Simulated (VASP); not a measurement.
Wanted: the native input for a VASP 6.6.1 run.

- Task: single point
- Functional: LDA
- Potentials or basis: VASP PAW LDA potentials, release 64 (Mg)
- Cutoff: 520 eV
- k mesh: 19 × 19 × 19
- Occupations: fermi-dirac, width 0.03 eV
- Spin: no spin polarisation
- Dipole correction: no
- Further INCAR settings: ALGO = Normal; EDIFF = 1e-07; NBANDS = 7

The structure of Mg lies in POSCAR:

```
Mg
1.0
   -1.4814053516      1.4814053516      1.4814053516
    1.4814053516     -1.4814053516      1.4814053516
    1.4814053516      1.4814053516     -1.4814053516
Mg
1
Direct
    0.0000000000      0.0000000000      0.0000000000
```

This cell differs from its parent crystal: volume scaled by 1.01.

One way to write it, as run:

INCAR

```
PREC = Accurate ; ENCUT = 520
EDIFF = 1E-7 ; ISMEAR = -1
SIGMA = 0.03 ; LREAL = False
LASPH = True ; NELM = 100
ALGO = Normal ; ISIF = 2
LWAVE = False ; LCHARG = True
LELF = True ; LVHAR = True
NBANDS = 7
```

KPOINTS

```
Automatic mesh
0
Gamma
  19 19 19
```

Potentials or basis: VASP PAW LDA potentials, release 64 (Mg).

Command:

```bash
$ cat potpaw_LDA.64/Mg/POTCAR > POTCAR
$ mpirun -np 1 vasp_std > vasp.out
```

It gave:

```json
{
  "Pressure": "53.8 GPa",
  "Band gap on the k mesh": "zero (band 1 reaches 9.66 eV, above the bottom of band 2 at 5.42 eV)"
}
```

Run time: 9 s on 1 thread of Intel(R) Xeon(R) Platinum 8559C (Emerald Rapids) (shared host), peak memory 0.13 GiB.
